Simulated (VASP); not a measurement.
SiGe: single point with PBEsol

The system is SiGe.

```
Si Ge
1.0
     3.96627    0.00000    0.00000
    -1.98313    3.43489    0.00000
     0.00000    0.00000    5.98193
Si Ge
2 2
Direct
  0.66667 0.33333 0.87455
  0.33333 0.66667 0.37455
  0.66667 0.33333 0.50045
  0.33333 0.66667 0.00045
```

```json
{
 "Program": "VASP 6.6.1",
 "Task": "single point",
 "Functional": "PBEsol",
 "Potentials or basis": "VASP PAW PBE potentials, release 64 (Si, Ge_d)",
 "Cutoff": "520 eV",
 "k mesh": "12 × 12 × 6",
 "Occupations": "gaussian, width 0.03 eV",
 "Spin": "no spin polarisation"
}
```

```json
{
 "Pressure": "5.0 GPa",
 "Largest force": "1.388 eV/Å",
 "Band gap on the k mesh": "zero (bands 18 and 19 overlap by 0.30 eV)"
}
```

Forces in eV/Å, atoms in the order of the input:
```
Si   0.000  0.000  1.388
Si   0.000  0.000  1.388
Ge   0.000  0.000 -1.388
Ge   0.000  0.000 -1.388
```

Stress tensor (GPa, compression positive):
```
-2.91  0.00  0.00
 0.00 -2.91  0.00
 0.00  0.00 20.80
```

Levels at points of the mesh, in eV from the Fermi level:
```
           k point  band 15  band 16  band 17  band 18  band 19  band 20  band 21  band 22
(0.00, 0.00, 0.00)    -2.06    -0.34    -0.21     0.16     0.16     1.58     1.58     2.08
(0.50, 0.00, 0.00)    -5.04    -3.57    -3.25    -1.28    -0.04     2.33     2.99     3.43
(0.00, 0.00, 0.50)    -1.26    -1.26    -1.26    -1.26     0.78     0.78     2.91     2.91
(0.50, 0.00, 0.50)    -2.71    -2.71    -2.29    -2.29     0.72     0.72     2.25     2.25
```

Wall time 2.4 min on 1 thread of Intel(R) Xeon(R) Platinum 8259CL CPU @ 2.50GHz (Skylake/Cascade Lake) (shared host), peak memory 0.28 GiB.

Caveat: the stress differs along the axes, from -3 to 21 GPa; semilocal functionals underestimate gaps, and a narrow one can read as zero; the PAW data sets were made with another functional, which shifts forces and pressure a little.
